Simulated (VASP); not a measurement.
Input of a VASP 6.6.1 run:

The input INCAR:

```
SYSTEM = SiC
ALGO = Normal
EDIFF = 1E-6
EDIFFG = -0.01
ENCUT = 520
GGA = PE
IBRION = 2
ISIF = 2
ISMEAR = 0
LASPH = .TRUE.
LCHARG = .FALSE.
LREAL = .FALSE.
LWAVE = .FALSE.
NELM = 80
NSW = 50
PREC = Accurate
SIGMA = 0.05
```

KPOINTS

```
k-points
0
G
  12 12 6
  0 0 0
```

POSCAR

```
SiC
1.0
    2.9279457180      0.0000000000      0.0000000000
   -1.4639728590      2.5356753727      0.0000000000
    0.0000000000      0.0000000000      5.2055946920
Si C
2 2
Direct
    0.3333333333      0.6666666667      0.0045639005
    0.6666666667      0.3333333333      0.5045639005
    0.3333333333      0.6666666667      0.3804360995
    0.6666666667      0.3333333333      0.8804360995
```

Potentials or basis: VASP PAW PBE potentials, release 64 (Si, C).

Run with:

```console
$ cat potpaw_PBE.64/Si/POTCAR potpaw_PBE.64/C/POTCAR > POTCAR
$ mpirun -np 1 vasp_std > vasp.out
```

(1) Predict the energy gained by relaxing.

(2) What does it give for the band gap on the k mesh?

## Answers

(1) 10.6 meV/atom.

(2) 1.40 eV, indirect (least direct gap 4.27 eV).
